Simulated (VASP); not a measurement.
# Mo (Pm-3m) in VASP: a series of runs, part 2 of 2

VASP 6.6.1. The steps go on from the part before.

### Step 4. Single point, PBEsol (volume scaled by 1.12)

Input file INCAR:

```
PREC     = Accurate       # precision mode
ENCUT    = 520            # plane-wave cutoff, eV
EDIFF    = 1E-7           # SCF threshold, eV
ISMEAR   = -1             # smearing method
SIGMA    = 0.1            # smearing width, eV
LREAL    = False          # projectors in reciprocal space
LASPH    = True           # aspherical terms in the spheres
NELM     = 100            # most SCF steps
ALGO     = Normal         # electronic algorithm
ISIF     = 2              # what is computed and relaxed
LWAVE    = False          # write WAVECAR
LCHARG   = False          # write CHGCAR
GGA      = PS             # functional
NBANDS   = 13             # bands
```

Input file KPOINTS:

```
Automatic mesh
0
Gamma
  14 14 14
```

Input file POSCAR:

```
Mo
1.0
    2.6737941147      0.0000000000      0.0000000000
    0.0000000000      2.6737941147      0.0000000000
    0.0000000000      0.0000000000      2.6737941147
Mo
1
Direct
    0.0000000000      0.0000000000      0.0000000000
```

Potentials or basis: VASP PAW PBE potentials, release 64 (Mo_sv).

Started as:

```sh
$ cat potpaw_PBE.64/Mo_sv/POTCAR > POTCAR
$ mpirun -np 1 vasp_std > vasp.out
```

OUTCAR:

```text
PREC = Accurate
   ENCUT = 520
   EDIFF = 1E-7
   ISMEAR = -1
   LREAL = False
   LASPH = True
   NELM = 100
   ISIF = 2
   GGA = PS

 ion  position               nearest neighbor table
   1  0.000  0.000  0.000-

  LATTYP: Found a simple cubic cell.
 ALAT       =     2.6737941147

  Lattice vectors:

 A1 = (   2.6737941147,   0.0000000000,   0.0000000000)
 A2 = (   0.0000000000,   2.6737941147,   0.0000000000)
 A3 = (   0.0000000000,   0.0000000000,   2.6737941147)

Analysis of symmetry for initial positions (statically):
=====================================================================
 Subroutine PRICEL returns:
 Original cell was already a primitive cell.

 Routine SETGRP: Setting up the symmetry group for a
 simple cubic supercell.

 Subroutine GETGRP returns: Found 48 space group operations
 (whereof 48 operations were pure point group operations)
 out of a pool of 48 trial point group operations.

The static configuration has the point symmetry O_h .

Analysis of symmetry for dynamics (positions and initial velocities):
=====================================================================
 Subroutine PRICEL returns:
 Original cell was already a primitive cell.

 Routine SETGRP: Setting up the symmetry group for a
 simple cubic supercell.

 Subroutine GETGRP returns: Found 48 space group operations
 (whereof 48 operations were pure point group operations)
 out of a pool of 48 trial point group operations.

The dynamic configuration has the point symmetry O_h .

 Subroutine INISYM returns: Found 48 space group operations
 (whereof 48 operations are pure point group operations),
 and found     1 'primitive' translations

----------------------------------------------------------------------------------------

                                     Primitive cell
[... 107 lines left out ...]
   IMIX   =      4    mixing-type and parameters
     AMIX     =   0.40;   BMIX     =  1.00
     AMIX_MAG =   1.60;   BMIX_MAG =  1.00
  volume/ion in A,a.u.               =      19.12       129.00
  Fermi-wavevector in a.u.,A,eV,Ry     =   1.475671  2.788614 29.628114  2.177605
  Thomas-Fermi vector in A             =   2.590292
   LORBIT       =      0    0 simple, 1 ext, 2 COOP (PROOUT), +10 PAW based schemes
   GGA     = PS    functional components
   LHFCALC =     F    Hartree Fock is set to
   AEXX    =    0.0000 exact exchange contribution
   IVDW    =     0    specifies the selected vdW correction
   LEPSILON=     F    determine dielectric tensor
   LRPA    =     F    only Hartree local field effects (RPA)
 non-spin polarized calculation
  energy-cutoff  :      520.00
  volume of cell :       19.12
 maximum number of plane-waves:       536
 NGX is ok and might be reduce to    20
   NGX =  9   NGY =  9   NGZ =  9

 number of electron      14.0000006 magnetization

 Free energy of the ion-electron system (eV)
  ---------------------------------------------------
  ext. energy  EPLUGINS =         0.00000000
  ---------------------------------------------------
  free energy    TOTEN  =       -10.46179510 eV

  energy without entropy =      -10.41903205  energy(sigma->0) =      -10.44041358

 E-fermi :   9.3878     XC(G=0): -12.2909

 val. band max:        9.3630302263   @ k =   0.3571   0.2857   0.2143
 cond. band min:       9.4158597768   @ k =   0.3571   0.3571   0.1429
 fundamental gap:      0.0528295505
 Fermi energy:         9.3877571410

 k-point     1 :       0.0000    0.0000    0.0000
  band No.  band energies     occupation
      1     -51.6097      2.00000
      2     -25.0697      2.00000
      3     -25.0697      2.00000
      4     -25.0697      2.00000
      5       3.1526      2.00000
      6       5.6522      2.00000
      7       5.6522      2.00000
      8      12.7972      0.00000
      9      12.7972      0.00000
     10      12.7972      0.00000
     11      24.1131      0.00000
     12      24.1131      0.00000
     13      24.1131      0.00000
[... 354 lines left out ...]
  band No.  band energies     occupation
      1     -51.4384      2.00000
      2     -25.9616      2.00000
      3     -25.4326      2.00000
      4     -24.9456      2.00000
      5       6.0231      2.00000
      6       6.8953      2.00000
      7       8.4696      1.99979
      8      10.6006      0.00001
      9      11.0935      0.00000
     10      11.8777      0.00000
     11      18.6782      0.00000
     12      23.6644      0.00000
     13      25.9931      0.00000

 [... further k-points ...]
[... 5 lines left out ...]
  --------------------------------------------------------------------------------------
  -------------------------------------------------------------------------------------
  Total       -2.2470443     -2.2470443     -2.2470443      0.0000000     -0.0000000      0.0000000
  in kB     -188.3381584   -188.3381584   -188.3381584      0.0000000     -0.0000000      0.0000000
  external PRESSURE =    -188.3381584 kB  Pullay stress =       0.0000000 kB

 VOLUME and BASIS-vectors are now :
 -----------------------------------------------------------------------------
  energy-cutoff  :      520.00
  volume of cell :       19.12
      direct lattice vectors                 reciprocal lattice vectors
     2.673794115  0.000000000  0.000000000     0.374000374  0.000000000  0.000000000
     0.000000000  2.673794115  0.000000000     0.000000000  0.374000374  0.000000000
     0.000000000  0.000000000  2.673794115     0.000000000  0.000000000  0.374000374

 POSITION                                       TOTAL-FORCE (eV/Angst)
 -----------------------------------------------------------------------------------
      0.00000      0.00000      0.00000         0.000000      0.000000      0.000000
 -----------------------------------------------------------------------------------
    total drift:                                0.000000      0.000000      0.000000

  FREE ENERGIE OF THE ION-ELECTRON SYSTEM (eV)
  ---------------------------------------------------
  free  energy   TOTEN  =       -10.4617951043 eV

  energy  without entropy=      -10.4190320536  energy(sigma->0) =      -10.44041358
```

OSZICAR:

```text
N       E                     dE             d eps       ncg     rms          rms(c)
DAV:   1     0.931606748785E+02    0.93161E+02   -0.79782E+03  3144   0.108E+03
DAV:   2    -0.978519766275E+01   -0.10295E+03   -0.98838E+02  3575   0.302E+02
DAV:   3    -0.110265792194E+02   -0.12414E+01   -0.12362E+01  3515   0.334E+01
DAV:   4    -0.110299001304E+02   -0.33209E-02   -0.33208E-02  3510   0.209E+00
DAV:   5    -0.110299256437E+02   -0.25513E-04   -0.25514E-04  3605   0.163E-01    0.108E+01
DAV:   6    -0.105161619224E+02    0.51376E+00   -0.73768E-01  3175   0.961E+00    0.281E+00
DAV:   7    -0.104656333259E+02    0.50529E-01   -0.91836E-02  3425   0.317E+00    0.826E-01
DAV:   8    -0.104617781699E+02    0.38552E-02   -0.37045E-03  3200   0.751E-01    0.884E-02
DAV:   9    -0.104617915464E+02   -0.13376E-04   -0.62615E-05  3680   0.939E-02    0.436E-02
DAV:  10    -0.104617950264E+02   -0.34799E-05   -0.94296E-06  3245   0.338E-02    0.188E-03
DAV:  11    -0.104617951043E+02   -0.77910E-07   -0.12275E-07  2909   0.385E-03
   1 F= -.10461795E+02 E0= -.10440414E+02  d E =-.427631E-01
```

stdout:

```text
POSCAR found type information on POSCAR Mo
 POSCAR found :  1 types and       1 ions
 scaLAPACK will be used
 -----------------------------------------------------------------------------
|                                                                             |
|                                                                             |
|     You enforced a specific xc type in the INCAR file but a different       |
|     I HOPE YOU KNOW WHAT YOU ARE DOING!                                     |
|                                                                             |
 -----------------------------------------------------------------------------

 LDA part: xc-table for (Slater+PW92), standard interpolation
 POSCAR, INCAR and KPOINTS ok, starting setup
 FFT: planning ... GRIDC
 FFT: planning ... GRID_SOFT
 FFT: planning ... GRID
 WAVECAR not read
 entering main loop
```

Run time: 7.1 s. Hardware: 1 thread of Intel Xeon 6975P-C (Granite Rapids), shared host; peak memory 0.14 GiB.

What came out:

| Item | Value |
| --- | --- |
| Free energy | -10.4618 eV |
| Pressure | -18.8 GPa |
| Band gap on the k mesh | zero (band 7 reaches 10.77 eV, above the bottom of band 8 at 8.67 eV) |

Levels at points of the mesh, in eV from the Fermi level:
| k point | band 3 | band 4 | band 5 | band 6 | band 7 | band 8 | band 9 | band 10 | band 11 | band 12 |
| --- | --- | --- | --- | --- | --- | --- | --- | --- | --- | --- |
| (0.00, 0.00, 0.00) | -34.46 | -34.46 | -6.24 | -3.74 | -3.74 | 3.41 | 3.41 | 3.41 | 14.73 | 14.73 |
| (0.50, 0.00, 0.00) | -34.35 | -34.35 | -3.35 | -2.94 | 0.03 | 0.59 | 0.59 | 3.69 | 8.19 | 14.10 |
| (0.50, 0.50, 0.00) | -35.45 | -34.25 | -4.72 | -2.11 | 1.16 | 1.16 | 5.29 | 5.29 | 5.42 | 13.40 |
| (0.50, 0.50, 0.50) | -35.31 | -35.31 | -3.30 | -3.30 | -3.30 | 5.61 | 5.61 | 7.86 | 11.60 | 11.60 |

Caveat: the cell differs from its parent crystal (volume scaled by 1.12); the PAW data sets were made with another functional, which shifts forces and pressure a little.

### Step 5. Relaxation of cell and atoms, PBEsol

This run uses another cell than the first one, of 16.83 Å³/atom, 0.948 times its volume.

Input file INCAR:

```
SYSTEM = Mo
PREC = Accurate ; ENCUT = 600
EDIFF = 1E-7 ; ISMEAR = -1
SIGMA = 0.1 ; LREAL = .FALSE.
LASPH = .TRUE. ; NELM = 80
ALGO = Normal ; ISIF = 3
LWAVE = .FALSE. ; LCHARG = .FALSE.
GGA = PS ; IBRION = 2
NSW = 80 ; EDIFFG = -0.01
```

Input file KPOINTS:

```
regular mesh
0
G
  12 12 12
  0 0 0
```

Input file POSCAR:

```
Mo
1.0
    2.5629259694      0.0000000000      0.0000000000
    0.0000000000      2.5629259694      0.0000000000
    0.0000000000      0.0000000000      2.5629259694
Mo
1
Direct
    0.0000000000      0.0000000000      0.0000000000
```

Potentials or basis: VASP PAW PBE potentials, release 64 (Mo_sv).

Started as:

```sh
$ cat potpaw_PBE.64/Mo_sv/POTCAR > POTCAR
$ mpirun -np 1 vasp_std > vasp.out
```

OUTCAR:

```text
SYSTEM = Mo
   PREC = Accurate
   ENCUT = 600
   EDIFF = 1E-7
   ISMEAR = -1
   LREAL = .FALSE.
   LASPH = .TRUE.
   NELM = 80
   ISIF = 3
   GGA = PS
   IBRION = 2
   NSW = 80
   EDIFFG = -0.01

 ion  position               nearest neighbor table
   1  0.000  0.000  0.000-

  LATTYP: Found a simple cubic cell.
 ALAT       =     2.5629259694

  Lattice vectors:

 A1 = (   2.5629259694,   0.0000000000,   0.0000000000)
 A2 = (   0.0000000000,   2.5629259694,   0.0000000000)
 A3 = (   0.0000000000,   0.0000000000,   2.5629259694)

Analysis of symmetry for initial positions (statically):
=====================================================================
 Subroutine PRICEL returns:
 Original cell was already a primitive cell.

 Routine SETGRP: Setting up the symmetry group for a
 simple cubic supercell.

 Subroutine GETGRP returns: Found 48 space group operations
 (whereof 48 operations were pure point group operations)
 out of a pool of 48 trial point group operations.

The static configuration has the point symmetry O_h .
[... 166 lines left out ...]
  -------------------------------------------------------------------------------------
  Total        0.3569551      0.3569551      0.3569551      0.0000000     -0.0000000      0.0000000
  in kB       33.9715951     33.9715951     33.9715951      0.0000000     -0.0000000      0.0000000
  external PRESSURE =      33.9715951 kB  Pullay stress =       0.0000000 kB
[... 57 lines left out ...]
--------------------------------------- Ionic step        3  -------------------------------------------

 number of electron      13.9999993 magnetization

 Free energy of the ion-electron system (eV)
  ---------------------------------------------------
  ext. energy  EPLUGINS =         0.00000000
  ---------------------------------------------------
  free energy    TOTEN  =       -10.59536539 eV

  energy without entropy =      -10.56132637  energy(sigma->0) =      -10.57834588

 E-fermi :  10.8810     XC(G=0): -12.8878

 val. band max:       10.8427075904   @ k =   0.3333   0.3333   0.1667
 cond. band min:      10.8944973690   @ k =   0.4167   0.3333   0.1667
 fundamental gap:      0.0517897786
 Fermi energy:        10.8810360365

 k-point     1 :       0.0000    0.0000    0.0000
  band No.  band energies     occupation
      1     -50.0916      2.00000
      2     -23.3223      2.00000
      3     -23.3223      2.00000
      4     -23.3223      2.00000
      5       4.3340      2.00000
      6       6.6425      2.00000
      7       6.6425      2.00000
      8      14.9281      0.00000
      9      14.9281      0.00000
     10      14.9281      0.00000
     11      26.6021      0.00000
[... 309 lines left out ...]
 k-point    24 :       0.4167    0.3333    0.0000
  band No.  band energies     occupation
      1     -49.7284      2.00000
      2     -24.6553      2.00000
      3     -24.3469      2.00000
      4     -23.0765      2.00000
      5       6.3878      2.00000
      6       8.2276      2.00000
      7      12.2368      0.00000
      8      12.7991      0.00000
      9      12.8493      0.00000
     10      14.9389      0.00000
     11      20.0808      0.00000

 [... further k-points ...]
[... 5 lines left out ...]
  --------------------------------------------------------------------------------------
  -------------------------------------------------------------------------------------
  Total       -0.0029396     -0.0029396     -0.0029396      0.0000000      0.0000000      0.0000000
  in kB       -0.2753037     -0.2753037     -0.2753037      0.0000000      0.0000000      0.0000000
  external PRESSURE =      -0.2753037 kB  Pullay stress =       0.0000000 kB
[... 16 lines left out ...]
  FREE ENERGIE OF THE ION-ELECTRON SYSTEM (eV)
  ---------------------------------------------------
  free  energy   TOTEN  =       -10.5953653922 eV

  energy  without entropy=      -10.5613263693  energy(sigma->0) =      -10.57834588

 reached required accuracy - stopping structural energy minimisation
```

OSZICAR:

```text
N       E                     dE             d eps       ncg     rms          rms(c)
DAV:   1     0.102613932274E+03    0.10261E+03   -0.88096E+03  1859   0.143E+03
DAV:   2    -0.948235167244E+01   -0.11210E+03   -0.10818E+03  2049   0.364E+02
DAV:   3    -0.110713202826E+02   -0.15890E+01   -0.15598E+01  2036   0.426E+01
[... 22 lines left out ...]
DAV:   3    -0.105938035183E+02    0.13908E-01   -0.56002E-02  1896   0.294E+00    0.861E-01
DAV:   4    -0.105952975765E+02   -0.14941E-02   -0.14439E-03  1894   0.408E-01    0.122E-01
DAV:   5    -0.105953644758E+02   -0.66899E-04   -0.12540E-04  1949   0.137E-01    0.133E-02
DAV:   6    -0.105953653631E+02   -0.88734E-06   -0.16736E-06  1875   0.146E-02    0.995E-04
DAV:   7    -0.105953653922E+02   -0.29122E-07   -0.13724E-08  1035   0.148E-03
   3 F= -.10595365E+02 E0= -.10578346E+02  d E =-.281306E-02
```

CONTCAR:

```text
Mo
   1.00000000000000
     2.5766864153377802    0.0000000000000000    0.0000000000000000
     0.0000000000000000    2.5766864153377802    0.0000000000000000
    -0.0000000000000000   -0.0000000000000000    2.5766864153377802
  Mo
     1
Direct
     0.0000000000000000    0.0000000000000000    0.0000000000000000

  0.00000000E+00  0.00000000E+00  0.00000000E+00
```

It took 11 s on 1 thread of Intel Xeon 6975P-C (Granite Rapids), shared host; peak memory 0.14 GiB.

Results:

| Quantity | Value |
| --- | --- |
| Free energy | -10.5954 eV |
| Relaxed volume | 17.11 Å³/atom |
| Relaxed cell | a = 2.577 Å, b = 2.577 Å, c = 2.577 Å, α = 90.00°, β = 90.00°, γ = 90.00° |
| Space group after relaxing (to 0.05 Å) | Pm-3m (No. 221) |
| Energy gained by relaxing | 2.8 meV/atom |
| Ionic steps | 3 |
| Pressure after relaxing | 0.0 GPa |
| Band gap on the k mesh | zero (band 7 reaches 12.34 eV, above the bottom of band 8 at 10.07 eV) |

Step by step:
```tsv
step	energy change (eV)	largest force (eV/Å)	pressure (GPa)	volume (Å³)
1	0.0000	0.0000	3.40	16.83
2	0.0107	0.0000	-6.83	17.72
3	-0.0028	0.0000	-0.03	17.11
```

Final structure:
```xyz
1
Lattice="2.5767 0.0000 0.0000 0.0000 2.5767 0.0000 0.0000 0.0000 2.5767" Properties=species:S:1:pos:R:3 pbc="T T T"
Mo    0.0000    0.0000    0.0000
```

Levels at points of the mesh, in eV from the Fermi level:
```csv
k point,band 5,band 6,band 7,band 8,band 9,band 10
"(0.00, 0.00, 0.00)",-6.55,-4.24,-4.24,4.05,4.05,4.05
"(0.50, 0.00, 0.00)",-3.49,-3.31,0.16,0.69,0.69,4.39
"(0.50, 0.50, 0.00)",-5.47,-2.24,1.38,1.38,5.96,5.96
"(0.50, 0.50, 0.50)",-3.83,-3.83,-3.83,6.64,6.64,7.72
```

Caveat: the PAW data sets were made with another functional, which shifts forces and pressure a little.

### Step 6. Single point, PBEsol

This run uses another cell than the first one, of 17.07 Å³/atom, 0.962 times its volume.

Input file INCAR:

```
SYSTEM = Mo
PREC = Accurate ; ENCUT = 520
EDIFF = 1E-6 ; ISMEAR = -1
SIGMA = 0.1 ; LREAL = .False.
LASPH = .True. ; NELM = 60
ALGO = Normal ; ISIF = 2
LWAVE = .False. ; LCHARG = .True.
GGA = PS ; LELF = .True.
LVHAR = .True. ; NBANDS = 13
```

Input file KPOINTS:

```
regular mesh
0
Gamma
  20 20 20
  0 0 0
```

Input file POSCAR:

```
Mo
1.0
    2.5746722695      0.0000000000      0.0000000000
    0.0000000000      2.5746722695      0.0000000000
    0.0000000000      0.0000000000      2.5746722695
Mo
1
Direct
    0.0000000000      0.0000000000      0.0000000000
```

Potentials or basis: VASP PAW PBE potentials, release 64 (Mo_sv).

Started as:

```sh
$ cat potpaw_PBE.64/Mo_sv/POTCAR > POTCAR
$ mpirun -np 1 vasp_std > vasp.out
```

Run time: 15 s. Hardware: 1 thread of Intel Xeon 6975P-C (Granite Rapids), shared host; peak memory 0.17 GiB.

The run converged. Its results:

```yaml
Free_energy: -10.5946 eV
Pressure: 0.2 GPa
Band_gap_on_the_k_mesh: zero (band 7 reaches 12.58 eV, above the bottom of band 8 at 9.90 eV)
```

Levels at points of the mesh, in eV from the Fermi level:
```csv
k point,band 5,band 6,band 7,band 8,band 9,band 10
"(0.00, 0.00, 0.00)",-6.58,-4.27,-4.27,4.04,4.04,4.04
"(0.50, 0.00, 0.00)",-3.52,-3.35,0.14,0.67,0.67,4.39
"(0.50, 0.50, 0.00)",-5.51,-2.27,1.36,1.36,5.95,5.95
"(0.50, 0.50, 0.50)",-3.87,-3.87,-3.87,6.65,6.65,7.69
```

Caveat: the PAW data sets were made with another functional, which shifts forces and pressure a little.

### Step 7. Summary

| task | cell | k mesh | cutoff (eV) | gap on the mesh (eV) | pressure (GPa) |
| --- | --- | --- | --- | --- | --- |
| single point | a = 2.609 Å, 1 atom | 14 × 14 × 14 | 520 | none | -8.0 |
| single point | a = 2.642 Å, 1 atom | 14 × 14 × 14 | 520 | none | -14.0 |
| single point | a = 2.674 Å, 1 atom | 14 × 14 × 14 | 520 | none | -18.8 |
| relaxation of cell and atoms | relaxed from a = 2.563 Å, 1 atom | 12 × 12 × 12 | 600 | none | 0.0 |
| single point | a = 2.575 Å, 1 atom | 20 × 20 × 20 | 520 | none | 0.2 |

Alike in all rows: level PBEsol; potentials or basis VASP PAW PBE potentials, release 64 (Mo_sv); no spin polarisation; smearing fermi-dirac 0.1 eV.

Caveats: the PAW data sets were made with another functional, which shifts forces and pressure a little.

Absolute energies hang on the potentials; compare differences alone.
